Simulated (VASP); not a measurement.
# CoSi2 (Fm-3m) in VASP: a series of runs

The runs below take CoSi2 through relaxation of cell and atoms, with PBE+D3(BJ), PBE+D4.

All numbers are computed with VASP 6.6.1; they aren't measurements. Logs are shortened: lines on timing, memory, paths and dates and some standing lists are left out, and cuts for length are marked.

### 1 The cell of the first run

The structure is cubic, space group Fm-3m (No. 225). The conventional cell has a = 5.356 Å, b = 5.356 Å, c = 5.356 Å, α = 90.00°, β = 90.00°, γ = 90.00°. Within 3.1 Å of Co (site symmetry m-3m) lie 8 Si at 2.32 Å. Within 3.1 Å of Si (site symmetry -43m) lie 4 Co at 2.32 Å and 6 Si at 2.68 Å.

### 2 Relaxation of cell and atoms, PBE+D3(BJ), collinear spin, ferromagnetic start

Input file INCAR:

```
ALGO = Normal ; EDIFF = 1E-7
EDIFFG = -0.01 ; ENCUT = 600
GGA = PE ; IBRION = 2
ISIF = 3 ; ISMEAR = -1
ISPIN = 2 ; IVDW = 12
LASPH = T ; LCHARG = F
LMAXMIX = 4 ; LORBIT = 11
LREAL = F ; LWAVE = F
MAGMOM = 2 0 0 ; NELM = 150
NSW = 60 ; PREC = Accurate
SIGMA = 0.05
```

Input file KPOINTS:

```
k-points
0
Gamma
  9 9 9
```

Input file POSCAR:

```
CoSi2
1.0
    0.0000000000      2.6780000000      2.6780000000
    2.6780000000      0.0000000000      2.6780000000
    2.6780000000      2.6780000000      0.0000000000
Co Si
1 2
Direct
    0.0000000000      0.0000000000      0.0000000000
    0.7500000000      0.7500000000      0.7500000000
    0.2500000000      0.2500000000      0.2500000000
```

Potentials or basis: VASP PAW PBE potentials, release 64 (Co, Si).

The run is started by

```sh
cat potpaw_PBE.64/Co/POTCAR potpaw_PBE.64/Si/POTCAR > POTCAR
mpirun -np 1 vasp_std > vasp.out
```

OUTCAR:

```text
EDIFF = 1E-7
   EDIFFG = -0.01
   ENCUT = 600
   GGA = PE
   IBRION = 2
   ISIF = 3
   ISMEAR = -1
   ISPIN = 2
   IVDW = 12
   LASPH = T
   LORBIT = 11
   LREAL = F
   NELM = 150
   NSW = 60
   PREC = Accurate
 IVDW          = 12

 ion  position               nearest neighbor table
   1  0.000  0.000  0.000-   2 2.32   3 2.32   2 2.32   2 2.32   3 2.32   2 2.32   3 2.32   3 2.32

   2  0.750  0.750  0.750-   1 2.32   1 2.32   1 2.32   1 2.32   3 2.68   3 2.68   3 2.68   3 2.68
                             3 2.68   3 2.68
   3  0.250  0.250  0.250-   1 2.32   1 2.32   1 2.32   1 2.32   2 2.68   2 2.68   2 2.68   2 2.68
                             2 2.68   2 2.68

  LATTYP: Found a face centered cubic cell.
 ALAT       =     5.3560000000

  Lattice vectors:

 A1 = (   0.0000000000,   2.6780000000,   2.6780000000)
 A2 = (   2.6780000000,   0.0000000000,   2.6780000000)
 A3 = (   2.6780000000,   2.6780000000,   0.0000000000)

Analysis of symmetry for initial positions (statically):
=====================================================================
 Subroutine PRICEL returns:
 Original cell was already a primitive cell.

 Routine SETGRP: Setting up the symmetry group for a
 face centered cubic supercell.

 Subroutine GETGRP returns: Found 48 space group operations
 (whereof 48 operations were pure point group operations)
 out of a pool of 48 trial point group operations.

The static configuration has the point symmetry O_h .

Analysis of symmetry for dynamics (positions and initial velocities):
=====================================================================
 Subroutine PRICEL returns:
 Original cell was already a primitive cell.

 Routine SETGRP: Setting up the symmetry group for a
 face centered cubic supercell.

 Subroutine GETGRP returns: Found 48 space group operations
 (whereof 48 operations were pure point group operations)
 out of a pool of 48 trial point group operations.

The dynamic configuration has the point symmetry O_h .

Analysis of structural, dynamic, and magnetic symmetry:
=====================================================================
 Subroutine PRICEL returns:
 Original cell was already a primitive cell.

 Routine SETGRP: Setting up the symmetry group for a
 face centered cubic supercell.

 Subroutine GETGRP returns: Found 48 space group operations
 (whereof 48 operations were pure point group operations)
 out of a pool of 48 trial point group operations.

The overall configuration has the point symmetry O_h .

 Subroutine INISYM returns: Found 48 space group operations
 (whereof 48 operations are pure point group operations),
 and found     1 'primitive' translations

----------------------------------------------------------------------------------------

                                     Primitive cell

  volume of cell :      38.4115

  direct lattice vectors                    reciprocal lattice vectors
     0.000000000  2.678000000  2.678000000    -0.186706497  0.186706497  0.186706497
     2.678000000  0.000000000  2.678000000     0.186706497 -0.186706497  0.186706497
     2.678000000  2.678000000  0.000000000     0.186706497  0.186706497 -0.186706497

  length of vectors
     3.787263920  3.787263920  3.787263920     0.323385140  0.323385140  0.323385140

  position of ions in fractional coordinates (direct lattice)
     0.000000000  0.000000000  0.000000000
     0.750000000  0.750000000  0.750000000
     0.250000000  0.250000000  0.250000000

  ion indices of the primitive-cell ions
   primitive index   ion index
                 1           1
                 2           2
                 3           3

----------------------------------------------------------------------------------------

 KPOINTS: k-points

Automatic generation of k-mesh.
 Grid dimensions read from file:
 generate k-points for:    9    9    9

 Generating k-lattice:

  Cartesian coordinates                     Fractional coordinates (reciprocal lattice)
    -0.020745166  0.020745166  0.020745166     0.111111111  0.000000000  0.000000000
     0.020745166 -0.020745166  0.020745166     0.000000000  0.111111111  0.000000000
     0.020745166  0.020745166 -0.020745166     0.000000000  0.000000000  0.111111111

  Length of vectors
     0.035931682  0.035931682  0.035931682

  Shift w.r.t. Gamma in fractional coordinates (k-lattice)
     0.000000000  0.000000000  0.000000000

 Subroutine IBZKPT returns following result:
 ===========================================

 Found     35 irreducible k-points:

 Following reciprocal coordinates:
            Coordinates               Weight
  0.000000  0.000000  0.000000      1.000000
  0.111111  0.000000  0.000000      8.000000
  0.222222  0.000000  0.000000      8.000000
  0.333333  0.000000  0.000000      8.000000
  0.444444  0.000000  0.000000      8.000000
  0.111111  0.111111  0.000000      6.000000
[... 16 lines left out ...]
 -0.333333  0.333333  0.000000     12.000000
  0.444444  0.444444  0.000000      6.000000
 [... further k-points ...]
   k-points           NKPTS =     35   k-points in BZ     NKDIM =     35   number of bands    NBANDS=     13
   number of dos      NEDOS =    301   number of ions     NIONS =      3
   total plane-waves  NPLWV =  27000
   dimension x,y,z NGX =    30 NGY =   30 NGZ =   30
   dimension x,y,z NGXF=    60 NGYF=   60 NGZF=   60
   ions per type =               1   2
   NGX,Y,Z   is equivalent  to a cutoff of  13.17, 13.17, 13.17 a.u.
   NGXF,Y,Z  is equivalent  to a cutoff of  26.34, 26.34, 26.34 a.u.
 SYSTEM =  unknown system
   PREC   = accura    normal or accurate (medium, high low for compatibility)
   ISTART =      0    job   : 0-new  1-cont  2-samecut
   ICHARG =      2    charge: 1-file 2-atom 10-const
   ISPIN  =      2    spin polarized calculation?
   LNONCOLLINEAR =      F non collinear calculations
   LSORBIT =      F    spin-orbit coupling
   LASPH  =      T    aspherical Exc in radial PAW
   ENCUT  =  600.0 eV  44.10 Ry    6.64 a.u.   7.56  7.56  7.56*2*pi/ulx,y,z
   NELM   =    150;   NELMIN=  2; NELMDL= -5     # of ELM steps
   EDIFF  = 0.1E-06   stopping-criterion for ELM
   LREAL  =      F    real-space projection
   EDIFFG = -.1E-01   stopping-criterion for IOM
   NSW    =     60    number of steps for IOM
   IBRION =      2    ionic relax: 0-MD 1-quasi-New 2-CG
   NFREE  =      1    steps in history (QN), initial steepest desc. (CG)
   ISIF   =      3    stress and relaxation
   ISYM   =      2    0-nonsym 1-usesym 2-fastsym
   POTIM  = 0.5000    time-step for ionic-motion
   TEBEG  =    0.0;   TEEND  =   0.0 temperature during run
   PSTRESS=    0.0 pullay stress
   NELECT =      17.0000    total number of electrons
   NUPDOWN=      -1.0000    fix difference up-down
   EMIN   =  10.00;   EMAX   =-10.00  energy-range for DOS
[... 5 lines left out ...]
     AMIX     =   0.40;   BMIX     =  1.00
     AMIX_MAG =   1.60;   BMIX_MAG =  1.00
  volume/ion in A,a.u.               =      12.80        86.40
  Fermi-wavevector in a.u.,A,eV,Ry     =   1.247586  2.357596 21.177078  1.556471
  Thomas-Fermi vector in A             =   2.381712
   LORBIT       =     11    0 simple, 1 ext, 2 COOP (PROOUT), +10 PAW based schemes
   GGA     = PE    functional components
   LHFCALC =     F    Hartree Fock is set to
   AEXX    =    0.0000 exact exchange contribution
   IVDW    =    12    specifies the selected vdW correction
   LEPSILON=     F    determine dielectric tensor
   LRPA    =     F    only Hartree local field effects (RPA)
 conjugate gradient relaxation of ions
 spin polarized calculation
  energy-cutoff  :      600.00
  volume of cell :       38.41
 maximum number of plane-waves:      1299
   NGX = 15   NGY = 15   NGZ = 15

--------------------------------------- Ionic step        1  -------------------------------------------

 number of electron      17.0000005 magnetization      -0.0003615

 number of electron      17.0000005 magnetization       0.0000116

 Free energy of the ion-electron system (eV)
  ---------------------------------------------------
  ext. energy  EPLUGINS =         0.00000000
  ---------------------------------------------------
  free energy    TOTEN  =       -19.29493868 eV

  energy without entropy =      -19.28484267  energy(sigma->0) =      -19.28989067

------------------------ aborting loop because EDIFF is reached ----------------------------------------

 Edisp (eV)   -1.32639

 E8    (eV) :    -0.5583

  FORCE on cell =-STRESS in cart. coord.  units (eV):
  Direction    XX          YY          ZZ          XY          YZ          ZX
  --------------------------------------------------------------------------------------
  -------------------------------------------------------------------------------------
  Total      -1.29963    -1.29963    -1.29963     0.00000     0.00000     0.00000
  in kB     -54.20885   -54.20885   -54.20885     0.00000     0.00000     0.00000
  external pressure =      -54.21 kB  Pullay stress =        0.00 kB
[... 67 lines left out ...]
--------------------------------------- Ionic step        3  -------------------------------------------

 number of electron      16.9999999 magnetization       0.0000028

 number of electron      16.9999999 magnetization      -0.0000002

 Free energy of the ion-electron system (eV)
  ---------------------------------------------------
  ext. energy  EPLUGINS =         0.00000000
  ---------------------------------------------------
  free energy    TOTEN  =       -19.27333976 eV

  energy without entropy =      -19.26325344  energy(sigma->0) =      -19.26829660

 E-fermi :  10.4638     XC(G=0): -11.8835

 val. band max:       10.4499168195   @ k =  -0.2222   0.1111   0.0000
 cond. band min:      10.4841587806   @ k =   0.3333   0.1111   0.0000
 fundamental gap:      0.0342419611
 Fermi energy:        10.4638318240

 spin component 1

 k-point     1 :       0.0000    0.0000    0.0000
  band No.  band energies     occupation
      1      -2.8583      1.00000
      2       6.2880      1.00000
      3       6.2880      1.00000
      4       6.2880      1.00000
      5       8.4946      1.00000
      6       8.4946      1.00000
      7      11.5535      0.00000
      8      13.9560      0.00000
      9      13.9560      0.00000
     10      13.9560      0.00000
     11      14.0286      0.00000
     12      14.0286      0.00000
     13      14.0286      0.00000
[... 353 lines left out ...]
 k-point    24 :       0.4444    0.4444    0.0000
  band No.  band energies     occupation
      1       0.8929      1.00000
      2       3.6418      1.00000
      3       4.0277      1.00000
      4       6.7140      1.00000
      5       6.7140      1.00000
      6       8.5715      1.00000
      7       8.5715      1.00000
      8       8.5733      1.00000
      9       9.0820      1.00000
     10      12.1908      0.00000
     11      13.4495      0.00000
     12      19.0706      0.00000
     13      20.0469      0.00000

 [... further k-points ...]

 spin component 2

 k-point     1 :       0.0000    0.0000    0.0000
  band No.  band energies     occupation
      1      -2.8583      1.00000
      2       6.2880      1.00000
      3       6.2880      1.00000
      4       6.2880      1.00000
      5       8.4946      1.00000
      6       8.4946      1.00000
      7      11.5535      0.00000
      8      13.9560      0.00000
      9      13.9560      0.00000
     10      13.9560      0.00000
     11      14.0286      0.00000
     12      14.0286      0.00000
     13      14.0286      0.00000
[... 402 lines left out ...]
  FREE ENERGIE OF THE ION-ELECTRON SYSTEM (eV)
  ---------------------------------------------------
  free  energy   TOTEN  =       -20.6410173658 eV

  energy  without entropy=      -20.6309310452  energy(sigma->0) =      -20.63597421

 reached required accuracy - stopping structural energy minimisation

 total charge

# of ion       s       p       d       tot
------------------------------------------
    1        0.556   0.755   7.627   8.939
    2        0.717   0.893   0.000   1.610
    3        0.717   0.893   0.000   1.610
--------------------------------------------------
tot          1.990   2.541   7.627  12.158

 magnetization (x)

# of ion       s       p       d       tot
------------------------------------------
    1       -0.000   0.000   0.000   0.000
    2       -0.000  -0.000   0.000  -0.000
    3       -0.000  -0.000   0.000  -0.000
--------------------------------------------------
tot         -0.000  -0.000   0.000   0.000
```

It took 84 s on 1 thread of Intel Xeon 6975P-C (Granite Rapids), shared host; peak memory 0.22 GiB.

What came out:

| Item | Value |
| --- | --- |
| Free energy | -20.6410 eV |
| Relaxed volume | 12.43 Å³/atom |
| Relaxed cell | a = 3.750 Å, b = 3.750 Å, c = 3.750 Å, α = 60.00°, β = 60.00°, γ = 60.00° |
| Space group after relaxing (to 0.05 Å) | Fm-3m (No. 225) |
| Energy gained by relaxing | 6.6 meV/atom |
| Ionic steps | 3 |
| Pressure after relaxing | 0.0 GPa |
| Net moment | 0.00 μB per cell |
| Valence electrons inside the program's atomic spheres | Co 8.94; Si 1.61 |
| Dispersion energy per atom | -0.456 eV |

The path:
```
step  energy change (eV)  largest force (eV/Å)  pressure (GPa)  volume (Å³)
   1              0.0000                0.0000           -5.42        38.41
   2              0.0063                0.0000            7.02        36.05
   3             -0.0197                0.0000           -0.02        37.29
```

Final structure:
```cif
data_structure
_symmetry_space_group_name_H-M 'P 1'
_symmetry_Int_Tables_number 1
_cell_length_a 3.7499
_cell_length_b 3.7499
_cell_length_c 3.7499
_cell_angle_alpha 60.000
_cell_angle_beta 60.000
_cell_angle_gamma 60.000
_cell_volume 37.29
loop_
_atom_site_label
_atom_site_type_symbol
_atom_site_fract_x
_atom_site_fract_y
_atom_site_fract_z
_atom_site_occupancy
Co1 Co 0.00000 0.00000 0.00000 1
Si1 Si 0.75000 0.75000 0.75000 1
Si2 Si 0.25000 0.25000 0.25000 1
```

Levels at points of the mesh, in eV from the Fermi level:
Spin up:
| k point | band 7 | band 8 | band 9 | band 10 | band 11 | band 12 |
| --- | --- | --- | --- | --- | --- | --- |
| (0.00, 0.00, 0.00) | 1.09 | 3.49 | 3.49 | 3.49 | 3.56 | 3.56 |
Spin down:
```csv
k point,band 6,band 7,band 8,band 9,band 10,band 11,band 12,band 13
"(0.00, 0.00, 0.00)",-1.97,1.09,3.49,3.49,3.49,3.56,3.56,3.56
```

Caveat: the starting moments collapsed, and a magnetic state may lie lower; pairwise dispersion overbinds metals, which lowers pressure and volume.

### 3 Relaxation of cell and atoms, PBE+D4, collinear spin, ferromagnetic start

Input file INCAR:

```
SYSTEM = CoSi2
  ALGO = Normal
  EDIFF = 1E-6
  EDIFFG = -0.01
  ENCUT = 600
  GGA = PE
  IBRION = 2
  ISIF = 3
  ISMEAR = -1
  ISPIN = 2
  IVDW = 13
  LASPH = .TRUE.
  LCHARG = .FALSE.
  LMAXMIX = 4
  LORBIT = 11
  LREAL = .FALSE.
  LWAVE = .FALSE.
  MAGMOM = 2 0 0
  NELM = 150
  NSW = 60
  PREC = Accurate
  SIGMA = 0.05
```

Input file KPOINTS:

```
k-points
0
G
  9 9 9
  0 0 0
```

POSCAR is that of step 2.

Potentials or basis: VASP PAW PBE potentials, release 64 (Co, Si).

The run is started by

```sh
cat potpaw_PBE.64/Co/POTCAR potpaw_PBE.64/Si/POTCAR > POTCAR
mpirun -np 1 vasp_std > vasp.out
```

It took 92 s on 1 thread of Intel Xeon 6975P-C (Granite Rapids), shared host; peak memory 0.21 GiB.

The run converged. Its results:

| Quantity | Value |
| --- | --- |
| Free energy | -20.6912 eV |
| Relaxed volume | 12.44 Å³/atom |
| Relaxed cell | a = 3.751 Å, b = 3.751 Å, c = 3.751 Å, α = 60.00°, β = 60.00°, γ = 60.00° |
| Space group after relaxing (to 0.05 Å) | Fm-3m (No. 225) |
| Energy gained by relaxing | 5.9 meV/atom |
| Ionic steps | 4 |
| Pressure after relaxing | 0.1 GPa |
| Net moment | 0.00 μB per cell |
| Valence electrons inside the program's atomic spheres | Co 8.94; Si 1.61 |
| Dispersion energy per atom | -0.472 eV |

Step by step:
```tsv
step	energy change (eV)	largest force (eV/Å)	pressure (GPa)	volume (Å³)
1	0.0000	0.0000	-5.15	38.41
2	0.0060	0.0000	6.62	36.17
3	-0.0177	0.0000	-0.15	37.35
4	-0.0177	0.0000	0.08	37.32
```

Final structure:
```
CELL_PARAMETERS angstrom
0.00000 2.65244 2.65244
2.65244 0.00000 2.65244
2.65244 2.65244 0.00000
ATOMIC_POSITIONS crystal
Co 0.00000 0.00000 0.00000
Si 0.75000 0.75000 0.75000
Si 0.25000 0.25000 0.25000
```

Levels at points of the mesh, in eV from the Fermi level:
Spin up:
```csv
k point,band 5,band 6,band 7,band 8,band 9,band 10,band 11,band 12,band 13
"(0.00, 0.00, 0.00)",-1.97,-1.97,1.08,3.49,3.49,3.49,3.56,3.56,3.56
```
Spin down:
| k point | band 7 | band 8 | band 9 | band 10 | band 11 | band 12 |
| --- | --- | --- | --- | --- | --- | --- |
| (0.00, 0.00, 0.00) | 1.08 | 3.49 | 3.49 | 3.49 | 3.56 | 3.56 |

Caveat: the starting moments collapsed, and a magnetic state may lie lower; pairwise dispersion overbinds metals, which lowers pressure and volume.
